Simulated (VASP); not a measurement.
# TaN (Fm-3m) in VASP: further runs, part 2 of 2

VASP 6.6.1. Earlier steps stand in the parts before.

## Step 3: Single point, PBE

Input file INCAR:

```
PREC = Accurate ; ENCUT = 600
EDIFF = 1E-6 ; ISMEAR = 1
SIGMA = 0.1 ; LREAL = F
LASPH = T ; NELM = 120
ALGO = Normal ; ISIF = 2
LWAVE = F ; LCHARG = F
GGA = PE ; NBANDS = 16
GGA_COMPAT = F
```

Input file KPOINTS:

```
regular mesh
0
Gamma
  7 7 7
```

Input file POSCAR:

```
TaN
1.0
    0.0000000000      2.1790000000      2.1790000000
    2.1790000000      0.0000000000      2.1790000000
    2.1790000000      2.1790000000      0.0000000000
Ta N
1 1
Direct
    0.5000000000      0.5000000000      0.5000000000
    0.0000000000      0.0000000000      0.0000000000
```

Potentials or basis: VASP PAW PBE potentials, release 64 (Ta_sv_GW, N).

Run with:

```
$ cat potpaw_PBE.64/Ta_sv_GW/POTCAR potpaw_PBE.64/N/POTCAR > POTCAR
$ mpirun -np 1 vasp_std > vasp.out
```

OUTCAR:

```text
PREC = Accurate
   ENCUT = 600
   EDIFF = 1E-6
   ISMEAR = 1
   LREAL = F
   LASPH = T
   NELM = 120
   ISIF = 2
   GGA = PE

 ion  position               nearest neighbor table
   1  0.500  0.500  0.500-   2 2.18   2 2.18   2 2.18   2 2.18   2 2.18   2 2.18
   2  0.000  0.000  0.000-   1 2.18   1 2.18   1 2.18   1 2.18   1 2.18   1 2.18

  LATTYP: Found a face centered cubic cell.
 ALAT       =     4.3580000000

  Lattice vectors:

 A1 = (   0.0000000000,   2.1790000000,   2.1790000000)
 A2 = (   2.1790000000,   0.0000000000,   2.1790000000)
 A3 = (   2.1790000000,   2.1790000000,   0.0000000000)

Analysis of symmetry for initial positions (statically):
=====================================================================
 Subroutine PRICEL returns:
 Original cell was already a primitive cell.

 Routine SETGRP: Setting up the symmetry group for a
 face centered cubic supercell.

 Subroutine GETGRP returns: Found 48 space group operations
 (whereof 48 operations were pure point group operations)
 out of a pool of 48 trial point group operations.

The static configuration has the point symmetry O_h .

Analysis of symmetry for dynamics (positions and initial velocities):
=====================================================================
 Subroutine PRICEL returns:
 Original cell was already a primitive cell.

 Routine SETGRP: Setting up the symmetry group for a
 face centered cubic supercell.

 Subroutine GETGRP returns: Found 48 space group operations
 (whereof 48 operations were pure point group operations)
 out of a pool of 48 trial point group operations.

The dynamic configuration has the point symmetry O_h .

[... 106 lines left out ...]
   EMIN   =  10.00;   EMAX   =-10.00  energy-range for DOS
   EFERMI =   0.00;   METHOD = LEGACY
   ISMEAR =     1;   SIGMA  =   0.10  broadening in eV -4-tet -1-fermi 0-gaus
   EFERMI_NEDOS =   21; number of points for ismear=-14 and -15
   IALGO  =     38    algorithm
   IMIX   =      4    mixing-type and parameters
     AMIX     =   0.40;   BMIX     =  1.00
     AMIX_MAG =   1.60;   BMIX_MAG =  1.00
  volume/ion in A,a.u.               =      10.35        69.82
  Fermi-wavevector in a.u.,A,eV,Ry     =   1.562782  2.953230 33.229345  2.442288
  Thomas-Fermi vector in A             =   2.665650
   LORBIT       =      0    0 simple, 1 ext, 2 COOP (PROOUT), +10 PAW based schemes
   GGA     = PE    functional components
   LHFCALC =     F    Hartree Fock is set to
   AEXX    =    0.0000 exact exchange contribution
   IVDW    =     0    specifies the selected vdW correction
   LEPSILON=     F    determine dielectric tensor
   LRPA    =     F    only Hartree local field effects (RPA)
 non-spin polarized calculation
 Methfessel and Paxton  Order N= 1 SIGMA  =   0.10
  energy-cutoff  :      600.00
  volume of cell :       20.69
 maximum number of plane-waves:       701
 NGX is ok and might be reduce to    28
   NGX = 13   NGY = 13   NGZ = 13

 number of electron      17.9999999 magnetization

 Free energy of the ion-electron system (eV)
  ---------------------------------------------------
  ext. energy  EPLUGINS =         0.00000000
  ---------------------------------------------------
  free energy    TOTEN  =       -24.33921990 eV

  energy without entropy =      -24.33788423  energy(sigma->0) =      -24.33877468

 E-fermi :  14.2395     XC(G=0): -13.9448

 val. band max:       14.1877999264   @ k =  -0.2857   0.1429   0.0000
 cond. band min:      14.2625883564   @ k =   0.2857   0.0000   0.0000
 fundamental gap:      0.0747884300
 Fermi energy:        14.2394688855

 k-point     1 :       0.0000    0.0000    0.0000
  band No.  band energies     occupation
      1     -55.3431      2.00000
      2     -21.5072      2.00000
      3     -21.5072      2.00000
      4     -21.5072      2.00000
      5      -4.8018      2.00000
      6      10.3790      2.00000
[... 357 lines left out ...]
      3     -22.0699      2.00000
      4     -21.7852      2.00000
      5      -2.7640      2.00000
      6       6.2636      2.00000
[... 8 lines left out ...]
     15      25.7326      0.00000
     16      26.5453      0.00000

------------------------ aborting loop because EDIFF is reached ----------------------------------------

  FORCE on cell =-STRESS in cart. coord.  units (eV):
  Direction    XX          YY          ZZ          XY          YZ          ZX
  --------------------------------------------------------------------------------------
  -------------------------------------------------------------------------------------
  Total        1.8621197      1.8621197      1.8621197     -0.0000000     -0.0000000     -0.0000000
  in kB      144.1838063    144.1838063    144.1838063     -0.0000000     -0.0000000     -0.0000000
  external PRESSURE =     144.1838063 kB  Pullay stress =       0.0000000 kB

 VOLUME and BASIS-vectors are now :
 -----------------------------------------------------------------------------
  energy-cutoff  :      600.00
  volume of cell :       20.69
      direct lattice vectors                 reciprocal lattice vectors
     0.000000000  2.179000000  2.179000000    -0.229463056  0.229463056  0.229463056
     2.179000000  0.000000000  2.179000000     0.229463056 -0.229463056  0.229463056
     2.179000000  2.179000000  0.000000000     0.229463056  0.229463056 -0.229463056

 POSITION                                       TOTAL-FORCE (eV/Angst)
 -----------------------------------------------------------------------------------
      2.17900      2.17900      2.17900         0.000000     -0.000000      0.000000
      0.00000      0.00000      0.00000        -0.000000      0.000000     -0.000000
 -----------------------------------------------------------------------------------
    total drift:                                0.000000      0.000000      0.000000

  FREE ENERGIE OF THE ION-ELECTRON SYSTEM (eV)
  ---------------------------------------------------
  free  energy   TOTEN  =       -24.3392199011 eV

  energy  without entropy=      -24.3378842260  energy(sigma->0) =      -24.33877468
```

OSZICAR:

```text
N       E                     dE             d eps       ncg     rms          rms(c)
DAV:   1     0.116405659884E+03    0.11641E+03   -0.12167E+04   640   0.128E+03
DAV:   2    -0.234775575948E+02   -0.13988E+03   -0.13564E+03   912   0.338E+02
DAV:   3    -0.285078626630E+02   -0.50303E+01   -0.50231E+01   792   0.569E+01
DAV:   4    -0.285849444720E+02   -0.77082E-01   -0.77080E-01   856   0.507E+00
DAV:   5    -0.285873664751E+02   -0.24220E-02   -0.24220E-02   840   0.582E-01    0.464E+01
DAV:   6    -0.244567826688E+02    0.41306E+01   -0.85349E+00   728   0.263E+01    0.463E+01
DAV:   7    -0.243832802191E+02    0.73502E-01   -0.44515E-01   648   0.569E+00    0.248E+01
DAV:   8    -0.243397947585E+02    0.43485E-01   -0.12842E-01   776   0.295E+00    0.428E-01
DAV:   9    -0.243392114289E+02    0.58333E-03   -0.28907E-03   688   0.540E-01    0.509E-01
DAV:  10    -0.243392546874E+02   -0.43259E-04   -0.11066E-03   664   0.338E-01    0.109E-01
DAV:  11    -0.243392467450E+02    0.79424E-05   -0.22213E-04   720   0.143E-01    0.102E-01
DAV:  12    -0.243392195065E+02    0.27239E-04   -0.46368E-05   728   0.674E-02    0.101E-01
DAV:  13    -0.243392199011E+02   -0.39464E-06   -0.37723E-06   696   0.164E-02
   1 F= -.24339220E+02 E0= -.24338775E+02  d E =-.133568E-02
```

It took 15 s on 1 thread of AMD EPYC 7R13 (Zen 3), shared host; peak memory 0.14 GiB.

Results:

```yaml
Free_energy: -24.3392 eV
Pressure: 14.4 GPa
Band_gap_on_the_k_mesh: zero (band 9 reaches 15.62 eV, above the bottom of band 10 at 12.05 eV)
```

Caveat: spin-orbit coupling is left out, which moves the levels of the heavy elements.

## Step 4: Single point, PBE

Input file INCAR:

```
PREC = Accurate ; ENCUT = 600
EDIFF = 1E-6 ; ISMEAR = 1
SIGMA = 0.1 ; LREAL = False
LASPH = True ; NELM = 120
ALGO = Normal ; ISIF = 2
LWAVE = False ; LCHARG = True
GGA = PE ; LELF = True
LVHAR = True ; NBANDS = 16
GGA_COMPAT = False
```

Input file KPOINTS:

```
regular mesh
0
Gamma
  9 9 9
```

POSCAR is that of step 3.

Run with:

```
$ cat potpaw_PBE.64/Ta_sv_GW/POTCAR potpaw_PBE.64/N/POTCAR > POTCAR
$ mpirun -np 1 vasp_std > vasp.out
```

It took 23 s on 1 thread of Intel Xeon Platinum 8375C at 2.90GHz (Ice Lake), shared host; peak memory 0.17 GiB.

It converged, with:

```yaml
Free_energy: -24.3191 eV
Pressure: 14.5 GPa
Band_gap_on_the_k_mesh: zero (band 9 reaches 15.85 eV, above the bottom of band 10 at 12.06 eV)
```

Levels at points of the mesh, in eV from the Fermi level:
```tsv
k point	band 6	band 7	band 8	band 9	band 10	band 11	band 12	band 13
(0.00, 0.00, 0.00)	-3.80	-3.80	-3.80	-2.07	-2.07	-2.07	0.19	0.19
```

Caveat: spin-orbit coupling is left out, which moves the levels of the heavy elements.

## Step 5: Summary

```csv
k mesh,gap on the mesh (eV),pressure (GPa)
11 × 11 × 11,none,14.6
7 × 7 × 7,none,14.4
9 × 9 × 9,none,14.5
```

Alike in all rows: task single point; level PBE; potentials or basis VASP PAW PBE potentials, release 64 (Ta_sv_GW, N); no spin polarisation; cell as given; cutoff (eV) 600; smearing methfessel-paxton 0.1 eV.

Every run on the cell as given and a fine mesh finds a metal.

Caveats: spin-orbit coupling is left out, which moves the levels of the heavy elements.

Total energies depend on the potentials used, so only differences within one code and one set of settings carry meaning.
